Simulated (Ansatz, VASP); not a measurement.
## One calculation of AgBr, two programs

```xyz
2
Lattice="0.0000 2.8470 2.8470 2.8470 0.0000 2.8470 2.8470 2.8470 0.0000" Properties=species:S:1:pos:R:3 pbc="T T T"
Ag    2.8470    2.8470    2.8470
Br    0.0000    0.0000    0.0000
```

Change from the starting cell: volume scaled by 0.96.

Alike in both runs: task single point; functional LDA; k mesh 7 × 7 × 7; occupations fermi-dirac, width 0.03 eV; no spin polarisation.

```csv
,VASP,Ansatz
version,VASP 6.6.1,Ansatz 0.2.0
potentials or method,"VASP PAW LDA potentials, release 64 (Ag, Br), cutoff 500 eV","all-electron LAPW, scalar-relativistic"
```

```tsv
	VASP	Ansatz	Ansatz less VASP
pressure (GPa)	-3.1	-3.2	-0.08
```

LDA's correlation is that of Perdew and Zunger in VASP and of Perdew and Wang (1992) in Ansatz. Ansatz ran all-electron here, and VASP with PAW potentials.
